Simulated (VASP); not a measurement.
# ReP in VASP: further runs

Runs on ReP. Level: PBEsol. Tasks: single point.

All numbers are computed with VASP 6.6.1; they aren't measurements. Logs are shortened: lines on timing, memory, paths and dates and some standing lists are left out, and cuts for length are marked.

## Step 1: The cell of the first run

The structure is cubic, space group F-43m (No. 216). Conventional cell: a = 5.294 Å, b = 5.294 Å, c = 5.294 Å, α = 90.00°, β = 90.00°, γ = 90.00°. Re (site symmetry -43m) has 4 P at 2.29 Å within 3.0 Å. P (site symmetry -43m) has 4 Re at 2.29 Å within 3.0 Å.

## Step 2: Single point, PBEsol (18.55 Å³/atom)

Input file INCAR:

```
PREC = Accurate ; ENCUT = 560
EDIFF = 1E-6 ; ISMEAR = 0
SIGMA = 0.05 ; LREAL = False
LASPH = True ; NELM = 120
ALGO = Normal ; ISIF = 2
LWAVE = False ; LCHARG = True
GGA = PS ; LELF = True
LVHAR = True ; NBANDS = 17
GGA_COMPAT = False
```

Input file KPOINTS:

```
Automatic mesh
0
Gamma
  12 12 12
```

Input file POSCAR:

```
ReP
1.0
    0.0000000000      2.6470859634      2.6470859634
    2.6470859634      0.0000000000      2.6470859634
    2.6470859634      2.6470859634      0.0000000000
Re P
1 1
Direct
    0.0000000000      0.0000000000      0.0000000000
    0.2500000000      0.2500000000      0.2500000000
```

Potentials or basis: VASP PAW PBE potentials, release 64 (Re_sv_GW, P).

On the command line:

```console
$ cat potpaw_PBE.64/Re_sv_GW/POTCAR potpaw_PBE.64/P/POTCAR > POTCAR
$ mpirun -np 1 vasp_std > vasp.out
```

OUTCAR:

```text
PREC = Accurate
   ENCUT = 560
   EDIFF = 1E-6
   ISMEAR = 0
   LREAL = False
   LASPH = True
   NELM = 120
   ISIF = 2
   GGA = PS

 ion  position               nearest neighbor table
   1  0.000  0.000  0.000-   2 2.29   2 2.29   2 2.29   2 2.29
   2  0.250  0.250  0.250-   1 2.29   1 2.29   1 2.29   1 2.29

  LATTYP: Found a face centered cubic cell.
 ALAT       =     5.2941719268

  Lattice vectors:

 A1 = (   0.0000000000,   2.6470859634,   2.6470859634)
 A2 = (   2.6470859634,   0.0000000000,   2.6470859634)
 A3 = (   2.6470859634,   2.6470859634,   0.0000000000)

Analysis of symmetry for initial positions (statically):
=====================================================================
 Subroutine PRICEL returns:
 Original cell was already a primitive cell.

 Routine SETGRP: Setting up the symmetry group for a
 face centered cubic supercell.

 Subroutine GETGRP returns: Found 24 space group operations
 (whereof 24 operations were pure point group operations)
 out of a pool of 48 trial point group operations.

The static configuration has the point symmetry T_d .

Analysis of symmetry for dynamics (positions and initial velocities):
=====================================================================
 Subroutine PRICEL returns:
 Original cell was already a primitive cell.

 Routine SETGRP: Setting up the symmetry group for a
 face centered cubic supercell.

 Subroutine GETGRP returns: Found 24 space group operations
 (whereof 24 operations were pure point group operations)
 out of a pool of 48 trial point group operations.

The dynamic configuration has the point symmetry T_d .

 Subroutine INISYM returns: Found 24 space group operations
 (whereof 24 operations are pure point group operations),
 and found     1 'primitive' translations

----------------------------------------------------------------------------------------

                                     Primitive cell

  volume of cell :      37.0966

  direct lattice vectors                    reciprocal lattice vectors
     0.000000000  2.647085963  2.647085963    -0.188886952  0.188886952  0.188886952
     2.647085963  0.000000000  2.647085963     0.188886952 -0.188886952  0.188886952
     2.647085963  2.647085963  0.000000000     0.188886952  0.188886952 -0.188886952

  length of vectors
     3.743544870  3.743544870  3.743544870     0.327161798  0.327161798  0.327161798

  position of ions in fractional coordinates (direct lattice)
     0.000000000  0.000000000  0.000000000
     0.250000000  0.250000000  0.250000000

  ion indices of the primitive-cell ions
   primitive index   ion index
                 1           1
                 2           2

----------------------------------------------------------------------------------------

 KPOINTS: Automatic mesh

Automatic generation of k-mesh.
 Grid dimensions read from file:
 generate k-points for:   12   12   12

 Generating k-lattice:

  Cartesian coordinates                     Fractional coordinates (reciprocal lattice)
    -0.015740579  0.015740579  0.015740579     0.083333333  0.000000000  0.000000000
     0.015740579 -0.015740579  0.015740579     0.000000000  0.083333333  0.000000000
     0.015740579  0.015740579 -0.015740579     0.000000000  0.000000000  0.083333333

  Length of vectors
     0.027263483  0.027263483  0.027263483

  Shift w.r.t. Gamma in fractional coordinates (k-lattice)
     0.000000000  0.000000000  0.000000000

 Subroutine IBZKPT returns following result:
 ===========================================

 Found     72 irreducible k-points:

 Following reciprocal coordinates:
            Coordinates               Weight
  0.000000  0.000000  0.000000      1.000000
  0.083333  0.000000  0.000000      8.000000
  0.166667  0.000000  0.000000      8.000000
  0.250000  0.000000  0.000000      8.000000
  0.333333  0.000000  0.000000      8.000000
  0.416667  0.000000  0.000000      8.000000
[... 16 lines left out ...]
  0.500000  0.166667  0.000000     24.000000
 -0.416667  0.166667  0.000000     24.000000
 [... further k-points ...]
   k-points           NKPTS =     72   k-points in BZ     NKDIM =     72   number of bands    NBANDS=     17
   number of dos      NEDOS =    301   number of ions     NIONS =      2
   total plane-waves  NPLWV =  27000
   dimension x,y,z NGX =    30 NGY =   30 NGZ =   30
   dimension x,y,z NGXF=    60 NGYF=   60 NGZF=   60
   ions per type =               1   1
   NGX,Y,Z   is equivalent  to a cutoff of  13.32, 13.32, 13.32 a.u.
   NGXF,Y,Z  is equivalent  to a cutoff of  26.65, 26.65, 26.65 a.u.
 SYSTEM =  unknown system
   PREC   = accura    normal or accurate (medium, high low for compatibility)
   ISTART =      0    job   : 0-new  1-cont  2-samecut
   ICHARG =      2    charge: 1-file 2-atom 10-const
   ISPIN  =      1    spin polarized calculation?
   LNONCOLLINEAR =      F non collinear calculations
   LSORBIT =      F    spin-orbit coupling
   LASPH  =      T    aspherical Exc in radial PAW
   ENCUT  =  560.0 eV  41.16 Ry    6.42 a.u.   7.22  7.22  7.22*2*pi/ulx,y,z
   NELM   =    120;   NELMIN=  2; NELMDL= -5     # of ELM steps
   EDIFF  = 0.1E-05   stopping-criterion for ELM
   LREAL  =      F    real-space projection
   EDIFFG = 0.1E-04   stopping-criterion for IOM
   NSW    =      0    number of steps for IOM
   IBRION =     -1    ionic relax: 0-MD 1-quasi-New 2-CG
   NFREE  =      0    steps in history (QN), initial steepest desc. (CG)
   ISIF   =      2    stress and relaxation
   ISYM   =      2    0-nonsym 1-usesym 2-fastsym
   POTIM  = 0.5000    time-step for ionic-motion
   TEBEG  =    0.0;   TEEND  =   0.0 temperature during run
   PSTRESS=    0.0 pullay stress
   NELECT =      20.0000    total number of electrons
   NUPDOWN=      -1.0000    fix difference up-down
   EMIN   =  10.00;   EMAX   =-10.00  energy-range for DOS
   EFERMI =   0.00;   METHOD = LEGACY
   ISMEAR =     0;   SIGMA  =   0.05  broadening in eV -4-tet -1-fermi 0-gaus
   EFERMI_NEDOS =   21; number of points for ismear=-14 and -15
   IALGO  =     38    algorithm
   IMIX   =      4    mixing-type and parameters
     AMIX     =   0.40;   BMIX     =  1.00
     AMIX_MAG =   1.60;   BMIX_MAG =  1.00
  volume/ion in A,a.u.               =      18.55       125.17
  Fermi-wavevector in a.u.,A,eV,Ry     =   1.332417  2.517903 24.154895  1.775335
  Thomas-Fermi vector in A             =   2.461353
   LORBIT       =      0    0 simple, 1 ext, 2 COOP (PROOUT), +10 PAW based schemes
   GGA     = PS    functional components
   LHFCALC =     F    Hartree Fock is set to
   AEXX    =    0.0000 exact exchange contribution
   IVDW    =     0    specifies the selected vdW correction
   LEPSILON=     F    determine dielectric tensor
   LRPA    =     F    only Hartree local field effects (RPA)
 non-spin polarized calculation
 Gauss-broadening in eV      SIGMA  =   0.05
  energy-cutoff  :      560.00
  volume of cell :       37.10
 maximum number of plane-waves:      1139
 NGX is ok and might be reduce to    30
   NGX = 15   NGY = 15   NGZ = 15

 number of electron      19.9999998 magnetization

 Free energy of the ion-electron system (eV)
  ---------------------------------------------------
  ext. energy  EPLUGINS =         0.00000000
  ---------------------------------------------------
  free energy    TOTEN  =       -19.98270986 eV

  energy without entropy =      -19.98094181  energy(sigma->0) =      -19.98182583

 E-fermi :   7.4814     XC(G=0): -11.3425

 val. band max:        7.4709844698   @ k =   0.5000   0.0833   0.0000
 cond. band min:       7.5022027281   @ k =   0.4167   0.2500   0.0000
 fundamental gap:      0.0312182583
 Fermi energy:         7.4813512788

 k-point     1 :       0.0000    0.0000    0.0000
  band No.  band energies     occupation
      1     -71.9505      2.00000
      2     -33.8098      2.00000
      3     -33.8098      2.00000
      4     -33.8098      2.00000
      5      -4.9305      2.00000
      6       3.0845      2.00000
[... 9 lines left out ...]
     16      16.3496      0.00000
     17      16.3496      0.00000

 k-point     2 :       0.0833    0.0000    0.0000
  band No.  band energies     occupation
      1     -71.9503      2.00000
      2     -33.8131      2.00000
      3     -33.8100      2.00000
      4     -33.8100      2.00000
      5      -4.8391      2.00000
      6       2.9839      2.00000
[... 9 lines left out ...]
     16      16.3211      0.00000
     17      16.3211      0.00000

 k-point     3 :       0.1667    0.0000    0.0000
  band No.  band energies     occupation
      1     -71.9501      2.00000
      2     -33.8235      2.00000
      3     -33.8117      2.00000
      4     -33.8117      2.00000
      5      -4.5807      2.00000
      6       2.7439      2.00000
[... 9 lines left out ...]
     16      16.4250      0.00000
     17      16.4250      0.00000

 k-point     4 :       0.2500    0.0000    0.0000
  band No.  band energies     occupation
      1     -71.9497      2.00000
      2     -33.8371      2.00000
      3     -33.8139      2.00000
      4     -33.8139      2.00000
      5      -4.2040      2.00000
      6       2.4912      2.00000
[... 9 lines left out ...]
     16      16.8732      0.00000
     17      16.8732      0.00000
[... 343 lines left out ...]
      1     -71.9491      2.00000
      2     -33.8538      2.00000
      3     -33.8231      2.00000
      4     -33.8210      2.00000
      5      -3.4478      2.00000
      6       2.1990      2.00000
[... 9 lines left out ...]
     16      17.6265      0.00000
     17      17.9834      0.00000

 k-point    23 :       0.5000    0.1667    0.0000
  band No.  band energies     occupation
      1     -71.9489      2.00000
      2     -33.8599      2.00000
      3     -33.8261      2.00000
      4     -33.8212      2.00000
      5      -3.2122      2.00000
      6       2.3398      2.00000
[... 9 lines left out ...]
     16      17.9935      0.00000
     17      18.8388      0.00000

 k-point    24 :      -0.4167    0.1667    0.0000
  band No.  band energies     occupation
      1     -71.9489      2.00000
      2     -33.8604      2.00000
      3     -33.8278      2.00000
      4     -33.8203      2.00000
      5      -3.1810      2.00000
      6       2.4689      2.00000
[... 9 lines left out ...]
     16      17.8390      0.00000
     17      19.3003      0.00000

 [... further k-points ...]

------------------------ aborting loop because EDIFF is reached ----------------------------------------

  FORCE on cell =-STRESS in cart. coord.  units (eV):
  Direction    XX          YY          ZZ          XY          YZ          ZX
  --------------------------------------------------------------------------------------
  -------------------------------------------------------------------------------------
  Total       -0.9226969     -0.9226969     -0.9226969      0.0000000      0.0000000      0.0000000
  in kB      -39.8506601    -39.8506601    -39.8506601      0.0000000      0.0000000      0.0000000
  external PRESSURE =     -39.8506601 kB  Pullay stress =       0.0000000 kB

 VOLUME and BASIS-vectors are now :
 -----------------------------------------------------------------------------
  energy-cutoff  :      560.00
  volume of cell :       37.10
      direct lattice vectors                 reciprocal lattice vectors
     0.000000000  2.647085963  2.647085963    -0.188886952  0.188886952  0.188886952
     2.647085963  0.000000000  2.647085963     0.188886952 -0.188886952  0.188886952
     2.647085963  2.647085963  0.000000000     0.188886952  0.188886952 -0.188886952

 POSITION                                       TOTAL-FORCE (eV/Angst)
 -----------------------------------------------------------------------------------
      0.00000      0.00000      0.00000        -0.000000     -0.000000     -0.000000
      1.32354      1.32354      1.32354         0.000000      0.000000      0.000000
 -----------------------------------------------------------------------------------
    total drift:                               -0.000000     -0.000000     -0.000000

  FREE ENERGIE OF THE ION-ELECTRON SYSTEM (eV)
  ---------------------------------------------------
  free  energy   TOTEN  =       -19.9827098586 eV

  energy  without entropy=      -19.9809418082  energy(sigma->0) =      -19.98182583
```

Wall time 64 s (1 thread of Intel Xeon Platinum 8375C at 2.90GHz (Ice Lake), shared host); peak memory 0.2 GiB.

Results:

```yaml
Free_energy: -19.9827 eV
Pressure: -4.0 GPa
Band_gap_on_the_k_mesh: zero (bands 10 and 11 overlap by 0.41 eV)
```

Caveat: the cell stands under tension; the PAW data sets were made with another functional, which shifts forces and pressure a little; spin-orbit coupling is left out, which moves the levels of the heavy elements.

## Step 3: Single point, PBEsol (15.75 Å³/atom)

This run uses another cell than the first one, of 15.75 Å³/atom.

Input file INCAR:

```
PREC = Accurate
ENCUT = 560
EDIFF = 1E-6
ISMEAR = 0
SIGMA = 0.05
LREAL = F
LASPH = T
NELM = 120
ALGO = Normal
ISIF = 2
LWAVE = F
LCHARG = T
GGA = PS
LELF = T
LVHAR = T
NBANDS = 17
GGA_COMPAT = F
```

Input file KPOINTS:

```
regular mesh
0
Gamma
  12 12 12
```

Input file POSCAR:

```
ReP
1.0
    0.0000000000      2.5066786756      2.5066786756
    2.5066786756      0.0000000000      2.5066786756
    2.5066786756      2.5066786756      0.0000000000
Re P
1 1
Direct
    0.0000000000      0.0000000000      0.0000000000
    0.2500000000      0.2500000000      0.2500000000
```

Potentials or basis: VASP PAW PBE potentials, release 64 (Re_sv_GW, P).

On the command line:

```console
$ cat potpaw_PBE.64/Re_sv_GW/POTCAR potpaw_PBE.64/P/POTCAR > POTCAR
$ mpirun -np 1 vasp_std > vasp.out
```

Wall time 37 s (1 thread of AMD EPYC 7R13 (Zen 3), shared host); peak memory 0.16 GiB.

The run converged. Its results:

```yaml
Free_energy: -19.5270 eV
Pressure: 33.7 GPa
Band_gap_on_the_k_mesh: zero (bands 10 and 11 overlap by 0.53 eV)
```

Levels at points of the mesh, in eV from the Fermi level:
```
           k point  band 7  band 8  band 9  band 10  band 11  band 12  band 13  band 14
(0.00, 0.00, 0.00)   -5.10   -5.10   -1.06    -1.06     4.51     7.02     7.02     7.02
(0.50, 0.00, 0.00)   -4.54   -4.54   -0.31    -0.31    -0.02     4.21     4.21     5.66
(0.50, 0.50, 0.00)   -2.63   -2.63   -2.41    -0.02     0.54     1.35     1.35     9.80
```

Caveat: the cell stands under pressure; the PAW data sets were made with another functional, which shifts forces and pressure a little; spin-orbit coupling is left out, which moves the levels of the heavy elements.

## Step 4: Single point, PBEsol

This run uses another cell than the first one, of 18.18 Å³/atom.

Input file INCAR:

```
SYSTEM = ReP
PREC = Accurate
ENCUT = 560
EDIFF = 1E-6
ISMEAR = 0
SIGMA = 0.05
LREAL = .FALSE.
LASPH = .TRUE.
NELM = 120
ALGO = Normal
ISIF = 2
LWAVE = .FALSE.
LCHARG = .FALSE.
GGA = PS
NBANDS = 17
GGA_COMPAT = .FALSE.
```

Input file KPOINTS:

```
regular mesh
0
G
  12 12 12
  0 0 0
```

Input file POSCAR:

```
ReP
1.0
    0.0000000000      2.6165220679      2.6165220679
    2.6296704200     -0.0131483521      2.6296704200
    2.6296704200      2.6296704200     -0.0131483521
Re P
1 1
Direct
    0.0000000000      0.0000000000      0.0000000000
    0.2500000000      0.2500000000      0.2500000000
```

On the command line:

```console
$ cat potpaw_PBE.64/Re_sv_GW/POTCAR potpaw_PBE.64/P/POTCAR > POTCAR
$ mpirun -np 1 vasp_std > vasp.out
```

Run time: 2.5 min. Hardware: 1 thread of AMD EPYC 9R45 (Zen 5), shared host; peak memory 0.31 GiB.

The run converged. Its results:

```yaml
Free_energy: -19.9895 eV
Pressure: -0.6 GPa
Largest_force: 0.238 eV/Å
Band_gap_on_the_k_mesh: zero (bands 10 and 11 overlap by 0.43 eV)
```

Forces on the atoms (eV/Å):
```
Re  -0.238  0.000  0.000
P    0.238  0.000  0.000
```

Stress tensor (GPa, compression positive):
```
-0.56  0.00  0.00
 0.00 -0.59  1.09
 0.00  1.09 -0.59
```

Levels at points of the mesh, in eV from the Fermi level:
```csv
k point,band 6,band 7,band 8,band 9,band 10,band 11,band 12,band 13,band 14,band 15
"(0.00, 0.00, 0.00)",-4.49,-4.48,-4.46,-0.80,-0.80,3.80,6.47,6.50,6.52,8.95
"(0.50, 0.00, 0.00)",-5.24,-4.00,-3.97,-0.24,-0.22,-0.08,3.65,3.72,5.29,10.75
"(0.00, 0.50, 0.00)",-5.27,-4.00,-3.97,-0.26,-0.23,-0.07,3.71,3.78,5.34,10.79
"(0.50, 0.50, 0.00)",-6.15,-2.55,-2.55,-1.89,-0.19,0.44,1.23,1.23,8.79,9.16
"(0.00, 0.50, 0.50)",-6.15,-2.56,-2.54,-1.89,-0.19,0.44,1.17,1.29,8.77,9.18
```

Caveat: the PAW data sets were made with another functional, which shifts forces and pressure a little; spin-orbit coupling is left out, which moves the levels of the heavy elements.

## Step 5: The runs side by side

```csv
cell,gap on the mesh (eV),pressure (GPa)
"a = 3.744 Å, angles 60.0°, 2 atoms",none,-4.0
"a = 3.545 Å, angles 60.0°, 2 atoms",none,33.7
"a = 3.700, b = 3.719, c = 3.719 Å, angles 60.3, 60.2, 60.2°, 2 atoms",none,-0.6
```

Alike in all rows: task single point; level PBEsol; potentials or basis VASP PAW PBE potentials, release 64 (Re_sv_GW, P); no spin polarisation; k mesh 12 × 12 × 12; cutoff (eV) 560; smearing gaussian 0.05 eV.

Caveats: the PAW data sets were made with another functional, which shifts forces and pressure a little; spin-orbit coupling is left out, which moves the levels of the heavy elements; the cell stands under tension (at least some runs); the cell stands under pressure (at least some runs).

Absolute energies hang on the potentials; compare differences alone.

The gap in the log of VASP goes by the Fermi energy; the results here count the filled bands.